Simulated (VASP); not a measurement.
# InSe (P-6m2) in VASP: further runs

Runs on InSe. Level: PBEsol. Tasks: single point.

Everything below comes from runs of VASP 6.6.1. Logs are shortened: lines on timing, memory, paths and dates and some standing lists are left out, and cuts for length are marked.

### Step 1. The cell of the first run

It takes space group P-6m2 (No. 187, hexagonal). Conventional cell: a = 4.047 Å, b = 4.047 Å, c = 18.052 Å, α = 90.00°, β = 90.00°, γ = 120.00°. In (site symmetry 3m) has 3 Se at 2.65 Å and 1 In at 2.79 Å within 3.5 Å. Within 3.5 Å of In (site symmetry 3m) lie 3 Se at 2.65 Å and 1 In at 2.79 Å. Within 3.5 Å of Se (site symmetry 3m) lie 3 In at 2.65 Å. Within 3.5 Å of Se (site symmetry 3m) lie 3 In at 2.65 Å.

### Step 2. Single point, PBEsol

INCAR reads:

```
  PREC = Accurate
  ENCUT = 520
  EDIFF = 1E-7
  ISMEAR = 0
  SIGMA = 0.1
  LREAL = False
  LASPH = True
  NELM = 100
  ALGO = Normal
  ISIF = 2
  LWAVE = False
  LCHARG = True
  GGA = PS
  LELF = True
  LVHAR = True
  NBANDS = 48
```

KPOINTS reads:

```
regular mesh
0
Gamma
  6 6 1
```

POSCAR reads:

```
InSe
1.0
    4.0473293151      0.0000000000      0.0000000000
   -2.0236646576      3.5050900044      0.0000000000
    0.0000000000      0.0000000000     18.0520649100
In Se
4 4
Direct
    0.0000000000      0.0000000000      0.5773936800
    0.0000000000      0.0000000000      0.4226063200
    0.3333333300      0.6666666700      0.9226095100
    0.3333333300      0.6666666700      0.0773904900
    0.6666666700      0.3333333300      0.8530000700
    0.6666666700      0.3333333300      0.1469999300
    0.3333333300      0.6666666700      0.6470157200
    0.3333333300      0.6666666700      0.3529842800
```

Potentials or basis: VASP PAW PBE potentials, release 64 (In_d, Se).

Command:

```sh
> cat potpaw_PBE.64/In_d/POTCAR potpaw_PBE.64/Se/POTCAR > POTCAR
> mpirun -np 1 vasp_std > vasp.out
```

OUTCAR:

```text
PREC = Accurate
   ENCUT = 520
   EDIFF = 1E-7
   ISMEAR = 0
   LREAL = False
   LASPH = True
   NELM = 100
   ISIF = 2
   GGA = PS

 ion  position               nearest neighbor table
   1  0.000  0.000  0.577-   7 2.65   7 2.65   7 2.65   2 2.79
   2  0.000  0.000  0.423-   8 2.65   8 2.65   8 2.65   1 2.79
   3  0.333  0.667  0.923-   5 2.65   5 2.65   5 2.65   4 2.79
   4  0.333  0.667  0.077-   6 2.65   6 2.65   6 2.65   3 2.79
   5  0.667  0.333  0.853-   3 2.65   3 2.65   3 2.65
   6  0.667  0.333  0.147-   4 2.65   4 2.65   4 2.65
   7  0.333  0.667  0.647-   1 2.65   1 2.65   1 2.65
   8  0.333  0.667  0.353-   2 2.65   2 2.65   2 2.65

  LATTYP: Found a hexagonal cell.
 ALAT       =     4.0473293151
 C/A-ratio  =     4.4602411874

  Lattice vectors:

 A1 = (   4.0473293151,   0.0000000000,   0.0000000000)
 A2 = (  -2.0236646576,   3.5050900044,   0.0000000000)
 A3 = (   0.0000000000,   0.0000000000,  18.0520649100)

Analysis of symmetry for initial positions (statically):
=====================================================================
 Subroutine PRICEL returns:
 Original cell was already a primitive cell.

 Routine SETGRP: Setting up the symmetry group for a
 hexagonal supercell.

 Subroutine GETGRP returns: Found 12 space group operations
 (whereof 12 operations were pure point group operations)
 out of a pool of 24 trial point group operations.

The static configuration has the point symmetry D_3h.

Analysis of symmetry for dynamics (positions and initial velocities):
=====================================================================
 Subroutine PRICEL returns:
 Original cell was already a primitive cell.

 Routine SETGRP: Setting up the symmetry group for a
 hexagonal supercell.

 Subroutine GETGRP returns: Found 12 space group operations
 (whereof 12 operations were pure point group operations)
 out of a pool of 24 trial point group operations.

The dynamic configuration has the point symmetry D_3h.

 Subroutine INISYM returns: Found 12 space group operations
 (whereof 12 operations are pure point group operations),
 and found     1 'primitive' translations

----------------------------------------------------------------------------------------
[... 87 lines left out ...]
   EDIFF  = 0.1E-06   stopping-criterion for ELM
   LREAL  =      F    real-space projection
   EDIFFG = 0.1E-05   stopping-criterion for IOM
   NSW    =      0    number of steps for IOM
   IBRION =     -1    ionic relax: 0-MD 1-quasi-New 2-CG
   NFREE  =      0    steps in history (QN), initial steepest desc. (CG)
   ISIF   =      2    stress and relaxation
   ISYM   =      2    0-nonsym 1-usesym 2-fastsym
   POTIM  = 0.5000    time-step for ionic-motion
   TEBEG  =    0.0;   TEEND  =   0.0 temperature during run
   PSTRESS=    0.0 pullay stress
   NELECT =      76.0000    total number of electrons
   NUPDOWN=      -1.0000    fix difference up-down
   EMIN   =  10.00;   EMAX   =-10.00  energy-range for DOS
   EFERMI =   0.00;   METHOD = LEGACY
   ISMEAR =     0;   SIGMA  =   0.10  broadening in eV -4-tet -1-fermi 0-gaus
   EFERMI_NEDOS =   21; number of points for ismear=-14 and -15
   IALGO  =     38    algorithm
   IMIX   =      4    mixing-type and parameters
     AMIX     =   0.40;   BMIX     =  1.00
     AMIX_MAG =   1.60;   BMIX_MAG =  1.00
  volume/ion in A,a.u.               =      32.01       216.02
  Fermi-wavevector in a.u.,A,eV,Ry     =   1.091980  2.063542 16.223849  1.192419
  Thomas-Fermi vector in A             =   2.228236
   LORBIT       =      0    0 simple, 1 ext, 2 COOP (PROOUT), +10 PAW based schemes
   GGA     = PS    functional components
   LHFCALC =     F    Hartree Fock is set to
   AEXX    =    0.0000 exact exchange contribution
   IVDW    =     0    specifies the selected vdW correction
   LEPSILON=     F    determine dielectric tensor
   LRPA    =     F    only Hartree local field effects (RPA)
 non-spin polarized calculation
 Gauss-broadening in eV      SIGMA  =   0.10
  energy-cutoff  :      520.00
  volume of cell :      256.09
 maximum number of plane-waves:      6951
   NGX = 15   NGY = 15   NGZ = 67

 number of electron      76.0000024 magnetization

 Free energy of the ion-electron system (eV)
  ---------------------------------------------------
  ext. energy  EPLUGINS =         0.00000000
  ---------------------------------------------------
  free energy    TOTEN  =       -31.12809784 eV

  energy without entropy =      -31.12809768  energy(sigma->0) =      -31.12809776

 E-fermi :   3.2216     XC(G=0):  -8.5822

 val. band max:        2.9073870664   @ k =   0.0000   0.0000   0.0000
 cond. band min:       3.5357974724   @ k =   0.0000   0.0000   0.0000
 fundamental gap:      0.6284104060
 Fermi energy:         3.2215923759

 k-point     1 :       0.0000    0.0000    0.0000
  band No.  band energies     occupation
      1     -11.5576      2.00000
      2     -11.5513      2.00000
      3     -11.3670      2.00000
      4     -11.3670      2.00000
      5     -11.3608      2.00000
      6     -11.3608      2.00000
[... 346 lines left out ...]
     47       8.7218      0.00000
     48       8.7356      0.00000

------------------------ aborting loop because EDIFF is reached ----------------------------------------

  FORCE on cell =-STRESS in cart. coord.  units (eV):
  Direction    XX          YY          ZZ          XY          YZ          ZX
  --------------------------------------------------------------------------------------
  -------------------------------------------------------------------------------------
  Total       -1.3319376     -1.3319376     -0.7888592      0.0000000      0.0000000      0.0000000
  in kB       -8.3329710     -8.3329710     -4.9353220      0.0000000      0.0000000      0.0000000
  external PRESSURE =      -7.2004214 kB  Pullay stress =       0.0000000 kB

 VOLUME and BASIS-vectors are now :
 -----------------------------------------------------------------------------
  energy-cutoff  :      520.00
  volume of cell :      256.09
      direct lattice vectors                 reciprocal lattice vectors
     4.047329315  0.000000000  0.000000000     0.247076510  0.142649689  0.000000000
    -2.023664658  3.505090004  0.000000000     0.000000000  0.285299379  0.000000000
     0.000000000  0.000000000 18.052064910     0.000000000  0.000000000  0.055395325

 POSITION                                       TOTAL-FORCE (eV/Angst)
 -----------------------------------------------------------------------------------
      0.00000      0.00000     10.42315        -0.000000      0.000000     -0.085986
      0.00000      0.00000      7.62892        -0.000000      0.000000      0.085986
     -0.00000      2.33673     16.65501        -0.000000      0.000000      0.087657
     -0.00000      2.33673      1.39706         0.000000     -0.000000     -0.087657
      2.02366      1.16836     15.39841         0.000000     -0.000000     -0.030030
      2.02366      1.16836      2.65365        -0.000000     -0.000000      0.030030
     -0.00000      2.33673     11.67997         0.000000     -0.000000      0.029862
     -0.00000      2.33673      6.37210         0.000000     -0.000000     -0.029862
 -----------------------------------------------------------------------------------
    total drift:                                0.000017     -0.000010      0.000000

  FREE ENERGIE OF THE ION-ELECTRON SYSTEM (eV)
  ---------------------------------------------------
  free  energy   TOTEN  =       -31.1280978448 eV

  energy  without entropy=      -31.1280976831  energy(sigma->0) =      -31.12809776
```

stdout:

```text
POSCAR found type information on POSCAR InSe
 POSCAR found :  2 types and       8 ions
 scaLAPACK will be used
 -----------------------------------------------------------------------------
|                                                                             |
|                                                                             |
|     You enforced a specific xc type in the INCAR file but a different       |
|     I HOPE YOU KNOW WHAT YOU ARE DOING!                                     |
|                                                                             |
 -----------------------------------------------------------------------------

 LDA part: xc-table for (Slater+PW92), standard interpolation
 POSCAR, INCAR and KPOINTS ok, starting setup
 FFT: planning ... GRIDC
 FFT: planning ... GRID_SOFT
 FFT: planning ... GRID
 WAVECAR not read
 entering main loop
```

Wall time 2.9 min (1 thread of Intel Xeon Platinum 8488C (Sapphire Rapids), shared host); peak memory 0.36 GiB.

What came out:

| Property | Result |
| --- | --- |
| Free energy | -31.1281 eV |
| Pressure | -0.7 GPa |
| Largest force | 0.088 eV/Å |
| Band gap on the k mesh | 0.63 eV, direct |

Forces in eV/Å, atoms in the order of the input:
```
In   0.000  0.000 -0.086
In   0.000  0.000  0.086
In   0.000  0.000  0.088
In   0.000  0.000 -0.088
Se   0.000  0.000 -0.030
Se   0.000  0.000  0.030
Se   0.000  0.000  0.030
Se   0.000  0.000 -0.030
```

Stress tensor (GPa, compression positive):
```
-0.83  0.00  0.00
 0.00 -0.83  0.00
 0.00  0.00 -0.49
```

Caveat: the PAW data sets were made with another functional, which shifts forces and pressure a little; spin-orbit coupling is left out, which moves the levels of the heavy elements; this functional lacks dispersion, which binds the layers, so the pressure and a relaxed spacing across them are unreliable.

[end of part 1 of 2]
